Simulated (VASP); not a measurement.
# V (P6_3/mmc) in VASP: further runs

The runs below take V through relaxation of cell and atoms, with LDA.

Everything below comes from runs of VASP 6.6.1. Logs are shortened: lines on timing, memory, paths and dates and some standing lists are left out, and cuts for length are marked.

**1. The cell of the first run**

It takes space group P6_3/mmc (No. 194, hexagonal). The conventional cell has a = 2.306 Å, b = 2.306 Å, c = 3.736 Å, α = 90.00°, β = 90.00°, γ = 120.00°. Within 3.0 Å of V (site symmetry -6m2) lie 12 V at 2.29 to 2.31 Å.

This isn't the form of V at room conditions, which is bcc.

**2. Relaxation of cell and atoms, LDA, target pressure 150 GPa, at which the enthalpy is minimised**

Input file INCAR:

```
  ALGO = Normal
  EDIFF = 1E-7
  EDIFFG = -0.005
  ENCUT = 600
  IBRION = 2
  ISIF = 3
  ISMEAR = -1
  LASPH = True
  LCHARG = False
  LREAL = False
  LWAVE = False
  NELM = 100
  NSW = 60
  PREC = Accurate
  PSTRESS = 1500.0
  SIGMA = 0.1
```

Input file KPOINTS:

```
k-points
0
Gamma
  19 19 10
```

Input file POSCAR:

```
V
1.0
    2.3064112090      0.0000000000      0.0000000000
   -1.1532056045      1.9974106986      0.0000000000
    0.0000000000      0.0000000000      3.7363861586
V
2
Direct
    0.3333333333      0.6666666667      0.2500000000
    0.6666666667      0.3333333333      0.7500000000
```

Potentials or basis: VASP PAW LDA potentials, release 64 (V_sv).

Launch:

```bash
cat potpaw_LDA.64/V_sv/POTCAR > POTCAR
mpirun -np 1 vasp_std > vasp.out
```

OUTCAR:

```text
EDIFF = 1E-7
   EDIFFG = -0.005
   ENCUT = 600
   IBRION = 2
   ISIF = 3
   ISMEAR = -1
   LASPH = True
   LREAL = False
   NELM = 100
   NSW = 60
   PREC = Accurate
   PSTRESS = 1500.0

 ion  position               nearest neighbor table
   1  0.333  0.667  0.250-   2 2.29   2 2.29   2 2.29   2 2.29   2 2.29   2 2.29
   2  0.667  0.333  0.750-   1 2.29   1 2.29   1 2.29   1 2.29   1 2.29   1 2.29

  LATTYP: Found a hexagonal cell.
 ALAT       =     2.3064112090
 C/A-ratio  =     1.6200000000

  Lattice vectors:

 A1 = (   2.3064112090,   0.0000000000,   0.0000000000)
 A2 = (  -1.1532056045,   1.9974106986,   0.0000000000)
 A3 = (   0.0000000000,   0.0000000000,   3.7363861586)

Analysis of symmetry for initial positions (statically):
=====================================================================
 Subroutine PRICEL returns:
 Original cell was already a primitive cell.

 Routine SETGRP: Setting up the symmetry group for a
 hexagonal supercell.

 Subroutine GETGRP returns: Found 24 space group operations
 (whereof 12 operations were pure point group operations)
 out of a pool of 24 trial point group operations.

The static configuration has the point symmetry D_3d.
 The point group associated with its full space group is D_6h.

Analysis of symmetry for dynamics (positions and initial velocities):
=====================================================================
 Subroutine PRICEL returns:
 Original cell was already a primitive cell.

 Routine SETGRP: Setting up the symmetry group for a
 hexagonal supercell.

 Subroutine GETGRP returns: Found 24 space group operations
 (whereof 12 operations were pure point group operations)
 out of a pool of 24 trial point group operations.

The dynamic configuration has the point symmetry D_3d.
 The point group associated with its full space group is D_6h.

 Subroutine INISYM returns: Found 24 space group operations
 (whereof 12 operations are pure point group operations),
 and found     1 'primitive' translations

----------------------------------------------------------------------------------------

                                     Primitive cell

  volume of cell :      17.2130

  direct lattice vectors                    reciprocal lattice vectors
     2.306411209  0.000000000  0.000000000     0.433574029  0.250324082  0.000000000
    -1.153205605  1.997410699  0.000000000     0.000000000  0.500648164  0.000000000
     0.000000000  0.000000000  3.736386159     0.000000000  0.000000000  0.267638289

  length of vectors
     2.306411209  2.306411209  3.736386159     0.500648165  0.500648164  0.267638289

  position of ions in fractional coordinates (direct lattice)
     0.333333333  0.666666667  0.250000000
     0.666666667  0.333333333  0.750000000

  ion indices of the primitive-cell ions
   primitive index   ion index
                 1           1
                 2           2

----------------------------------------------------------------------------------------

 KPOINTS: k-points

Automatic generation of k-mesh.
 Grid dimensions read from file:
 generate k-points for:   19   19   10

 Generating k-lattice:

  Cartesian coordinates                     Fractional coordinates (reciprocal lattice)
     0.022819686  0.013174952  0.000000000     0.052631579  0.000000000  0.000000000
     0.000000000  0.026349903  0.000000000     0.000000000  0.052631579  0.000000000
     0.000000000  0.000000000  0.026763829     0.000000000  0.000000000  0.100000000

  Length of vectors
     0.026349903  0.026349903  0.026763829

  Shift w.r.t. Gamma in fractional coordinates (k-lattice)
     0.000000000  0.000000000  0.000000000

 Subroutine IBZKPT returns following result:
 ===========================================

 Found    240 irreducible k-points:

 Following reciprocal coordinates:
            Coordinates               Weight
  0.000000  0.000000  0.000000      1.000000
  0.052632  0.000000  0.000000      6.000000
  0.105263  0.000000  0.000000      6.000000
  0.157895 -0.000000  0.000000      6.000000
  0.210526  0.000000  0.000000      6.000000
  0.263158 -0.000000  0.000000      6.000000
[... 16 lines left out ...]
  0.263158  0.105263  0.000000     12.000000
  0.315789  0.105263  0.000000     12.000000
 [... further k-points ...]
   k-points           NKPTS =    240   k-points in BZ     NKDIM =    240   number of bands    NBANDS=     17
   number of dos      NEDOS =    301   number of ions     NIONS =      2
   total plane-waves  NPLWV =   9720
   dimension x,y,z NGX =    18 NGY =   18 NGZ =   30
   dimension x,y,z NGXF=    36 NGYF=   36 NGZF=   60
   ions per type =               2
   NGX,Y,Z   is equivalent  to a cutoff of  12.97, 12.97, 13.35 a.u.
   NGXF,Y,Z  is equivalent  to a cutoff of  25.95, 25.95, 26.70 a.u.
 SYSTEM =  unknown system
   PREC   = accura    normal or accurate (medium, high low for compatibility)
   ISTART =      0    job   : 0-new  1-cont  2-samecut
   ICHARG =      2    charge: 1-file 2-atom 10-const
   ISPIN  =      1    spin polarized calculation?
   LNONCOLLINEAR =      F non collinear calculations
   LSORBIT =      F    spin-orbit coupling
   LASPH  =      T    aspherical Exc in radial PAW
   ENCUT  =  600.0 eV  44.10 Ry    6.64 a.u.   4.61  4.61  7.46*2*pi/ulx,y,z
   NELM   =    100;   NELMIN=  2; NELMDL= -5     # of ELM steps
   EDIFF  = 0.1E-06   stopping-criterion for ELM
   LREAL  =      F    real-space projection
   EDIFFG = -.5E-02   stopping-criterion for IOM
   NSW    =     60    number of steps for IOM
   IBRION =      2    ionic relax: 0-MD 1-quasi-New 2-CG
   NFREE  =      1    steps in history (QN), initial steepest desc. (CG)
   ISIF   =      3    stress and relaxation
   ISYM   =      2    0-nonsym 1-usesym 2-fastsym
   POTIM  = 0.5000    time-step for ionic-motion
   TEBEG  =    0.0;   TEEND  =   0.0 temperature during run
   PSTRESS= 1500.0 pullay stress
   NELECT =      26.0000    total number of electrons
   NUPDOWN=      -1.0000    fix difference up-down
   EMIN   =  10.00;   EMAX   =-10.00  energy-range for DOS
   EFERMI =   0.00;   METHOD = LEGACY
   ISMEAR =    -1;   SIGMA  =   0.10  broadening in eV -4-tet -1-fermi 0-gaus
   EFERMI_NEDOS =   21; number of points for ismear=-14 and -15
   IALGO  =     38    algorithm
   IMIX   =      4    mixing-type and parameters
     AMIX     =   0.40;   BMIX     =  1.00
     AMIX_MAG =   1.60;   BMIX_MAG =  1.00
  volume/ion in A,a.u.               =       8.61        58.08
  Fermi-wavevector in a.u.,A,eV,Ry     =   1.878368  3.549601 48.004973  3.528266
  Thomas-Fermi vector in A             =   2.922431
   LORBIT       =      0    0 simple, 1 ext, 2 COOP (PROOUT), +10 PAW based schemes
   GGA     = CA    functional components
   LHFCALC =     F    Hartree Fock is set to
   AEXX    =    0.0000 exact exchange contribution
   IVDW    =     0    specifies the selected vdW correction
   LEPSILON=     F    determine dielectric tensor
   LRPA    =     F    only Hartree local field effects (RPA)
 conjugate gradient relaxation of ions
 non-spin polarized calculation
  energy-cutoff  :      600.00
  volume of cell :       17.21
 maximum number of plane-waves:       586
   NGX =  9   NGY =  9   NGZ = 15

--------------------------------------- Ionic step        1  -------------------------------------------

 number of electron      25.9999997 magnetization

 Free energy of the ion-electron system (eV)
  ---------------------------------------------------
  ext. energy  EPLUGINS =         0.00000000
  ---------------------------------------------------
  free energy    TOTEN  =       -15.88748946 eV

  energy without entropy =      -15.81993307  energy(sigma->0) =      -15.85371126

------------------------ aborting loop because EDIFF is reached ----------------------------------------

  FORCE on cell =-STRESS in cart. coord.  units (eV):
  Direction    XX          YY          ZZ          XY          YZ          ZX
  --------------------------------------------------------------------------------------
  -------------------------------------------------------------------------------------
  Total       17.6499018     17.6499018     19.7420208      0.0000000      0.0000000      0.0000000
  in kB     1642.8465869   1642.8465869   1837.5802796      0.0000000      0.0000000      0.0000000
  external PRESSURE =     207.7578178 kB  Pullay stress =    1500.0000000 kB
[... 93 lines left out ...]
  FREE ENERGIE OF THE ION-ELECTRON SYSTEM (eV)
  ---------------------------------------------------
  free  energy   TOTEN  =       -16.5772481034 eV

  energy  without entropy=      -16.5049936964  energy(sigma->0) =      -16.54112090

  enthalpy is  TOTEN    =         0.1791885419 eV   P V=       16.7564366454

[... ionic steps 4 to 8 ...]

--------------------------------------- Ionic step        9  -------------------------------------------

 number of electron      25.9999971 magnetization

------------------------ aborting loop because EDIFF is reached ----------------------------------------

  FORCE on cell =-STRESS in cart. coord.  units (eV):
  Direction    XX          YY          ZZ          XY          YZ          ZX
  --------------------------------------------------------------------------------------
  -------------------------------------------------------------------------------------
  Total       18.3752034     18.3752034     18.3248386      0.0000000     -0.0000000      0.0000000
  in kB     1715.5842167   1715.5842170   1710.8819565      0.0000000     -0.0000000      0.0000000
  external PRESSURE =     214.0167967 kB  Pullay stress =    1500.0000000 kB
[... 61 lines left out ...]
  enthalpy is  TOTEN    =         0.0361245944 eV   P V=       16.5763331678

--------------------------------------- Ionic step       11  -------------------------------------------

 number of electron      25.9999991 magnetization

 Free energy of the ion-electron system (eV)
  ---------------------------------------------------
  ext. energy  EPLUGINS =         0.00000000
  ---------------------------------------------------
  free energy    TOTEN  =       -16.53794610 eV

  energy without entropy =      -16.46992030  energy(sigma->0) =      -16.50393320

 E-fermi :  16.3657     XC(G=0): -15.6874

 val. band max:       16.3606984915   @ k =   0.3158   0.2632   0.3000
 cond. band min:      16.3701589649   @ k =   0.2105   0.0000   0.4000
 fundamental gap:      0.0094604735
 Fermi energy:        16.3657313143

 k-point     1 :       0.0000    0.0000    0.0000
  band No.  band energies     occupation
      1     -47.2149      2.00000
      2     -46.5999      2.00000
      3     -22.3933      2.00000
      4     -19.8291      2.00000
      5     -19.3884      2.00000
      6     -19.3884      2.00000
[... 9 lines left out ...]
     16      17.8056      0.00000
     17      19.2177      0.00000
[... 443 lines left out ...]
      1     -46.2958      2.00000
      2     -45.9991      2.00000
      3     -22.1152      2.00000
      4     -21.8120      2.00000
      5     -21.2059      2.00000
      6     -20.2669      2.00000
[... 9 lines left out ...]
     16      19.7077      0.00000
     17      20.9155      0.00000

 [... further k-points ...]

------------------------ aborting loop because EDIFF is reached ----------------------------------------

  FORCE on cell =-STRESS in cart. coord.  units (eV):
  Direction    XX          YY          ZZ          XY          YZ          ZX
  --------------------------------------------------------------------------------------
  -------------------------------------------------------------------------------------
  Total       16.5727749     16.5727749     16.5688950      0.0000000     -0.0000000      0.0000000
  in kB     1499.8827595   1499.8827597   1499.5316171      0.0000000     -0.0000000      0.0000000
  external PRESSURE =      -0.2342879 kB  Pullay stress =    1500.0000000 kB
[... 17 lines left out ...]
  FREE ENERGIE OF THE ION-ELECTRON SYSTEM (eV)
  ---------------------------------------------------
  free  energy   TOTEN  =       -16.5379460952 eV

  energy  without entropy=      -16.4699203018  energy(sigma->0) =      -16.50393320

  enthalpy is  TOTEN    =         0.0361242790 eV   P V=       16.5740703741

 reached required accuracy - stopping structural energy minimisation
```

Run time: 3.5 min. Hardware: 1 thread of Intel Xeon 6975P-C (Granite Rapids), shared host; peak memory 0.19 GiB.

What came out:

- Free energy: -16.5379 eV
- Relaxed volume: 8.85 Å³/atom
- Relaxed cell: a = 2.233 Å, b = 2.233 Å, c = 4.098 Å, α = 90.00°, β = 90.00°, γ = 120.00°
- Space group after relaxing (to 0.1 Å): P6_3/mmc (No. 194)
- Energy change on relaxing (the run minimises the enthalpy): -325.2 meV/atom
- Ionic steps: 11
- Pressure after relaxing: 150.0 GPa
- Band gap on the k mesh: zero (bands 13 and 14 overlap by 3.69 eV)

The path:
```csv
step,energy change (eV),largest force (eV/Å),pressure (GPa),volume (Å³)
1,0.0000,0.0000,170.78,17.21
2,-2.2755,0.0000,80.18,20.13
3,-0.6898,0.0000,144.60,17.90
4,-0.6551,0.0000,145.85,17.86
5,-0.7435,0.0000,144.87,17.86
6,-0.7574,0.0000,145.74,17.82
7,-0.7662,0.0000,145.40,17.83
8,-0.7644,0.0000,145.49,17.83
9,-0.1069,0.0000,171.40,17.16
10,-0.6527,0.0000,149.92,17.71
11,-0.6505,0.0000,149.98,17.70
```

Final structure:
```
V
1.0
     2.23333    0.00000    0.00000
    -1.11667    1.93412    0.00000
     0.00000    0.00000    4.09837
V
2
Direct
  0.33333 0.66667 0.25000
  0.66667 0.33333 0.75000
```

Caveat: the cell is relaxed towards a set pressure, so the run minimises the enthalpy, not the energy.

**3. Relaxation of cell and atoms, LDA, target pressure 150 GPa, at which the enthalpy is minimised**

This run uses another cell than the first one, of 8.80 Å³/atom.

Input file INCAR:

```
ALGO = Normal
EDIFF = 1E-6
EDIFFG = -0.005
ENCUT = 600
GGA = CA
IBRION = 2
ISIF = 3
ISMEAR = -1
LASPH = T
LCHARG = F
LREAL = F
LWAVE = F
NELM = 80
NSW = 32
PREC = Accurate
PSTRESS = 1500.0
SIGMA = 0.1
```

KPOINTS is that of step 2.

Input file POSCAR:

```
V
1.0
    2.2255194114      0.0000000000      0.0000000000
   -1.1127597057      1.9273563469      0.0000000000
    0.0000000000      0.0000000000      4.1016753200
V
2
Direct
    0.3333333333      0.6666666667      0.2500000000
    0.6666666667      0.3333333333      0.7500000000
```

Potentials or basis: VASP PAW LDA potentials, release 64 (V_sv).

Launch:

```bash
cat potpaw_LDA.64/V_sv/POTCAR > POTCAR
mpirun -np 1 vasp_std > vasp.out
```

Run time: 100 s. Hardware: 1 thread of Intel Xeon 6975P-C (Granite Rapids), shared host; peak memory 0.19 GiB.

Results (log left out):

| Quantity | Value |
| --- | --- |
| Free energy | -16.5374 eV |
| Relaxed volume | 8.85 Å³/atom |
| Relaxed cell | a = 2.233 Å, b = 2.233 Å, c = 4.098 Å, α = 90.00°, β = 90.00°, γ = 120.00° |
| Space group after relaxing (to 0.1 Å) | P6_3/mmc (No. 194) |
| Energy change on relaxing (the run minimises the enthalpy) | -51.8 meV/atom |
| Ionic steps | 6 |
| Pressure after relaxing | 150.1 GPa |
| Band gap on the k mesh | zero (bands 13 and 14 overlap by 3.70 eV) |

The path:
```
step  energy change (eV)  largest force (eV/Å)  pressure (GPa)  volume (Å³)
   1              0.0000                0.0000          154.14        17.59
   2             -0.5240                0.0000          133.24        18.18
   3             -0.1107                0.0000          149.75        17.71
   4             -0.1085                0.0000          149.86        17.71
   5             -0.1031                0.0000          150.10        17.70
   6             -0.1036                0.0000          150.07        17.70
```

Final structure:
```xyz
2
Lattice="2.2333 0.0000 0.0000 -1.1167 1.9341 0.0000 0.0000 0.0000 4.0982" Properties=species:S:1:pos:R:3 pbc="T T T"
V     0.0000    1.2894    1.0246
V     1.1167    0.6447    3.0737
```

Levels at points of the mesh, in eV from the Fermi level:
```csv
k point,band 9,band 10,band 11,band 12,band 13,band 14,band 15,band 16,band 17
"(0.00, 0.00, 0.00)",-7.22,-4.63,-1.62,0.07,0.07,0.64,0.64,1.44,2.85
"(0.00, 0.00, 0.50)",-4.83,-4.83,-1.84,-1.84,0.14,0.14,0.14,0.14,4.08
```

Caveat: the cell is relaxed towards a set pressure, so the run minimises the enthalpy, not the energy.
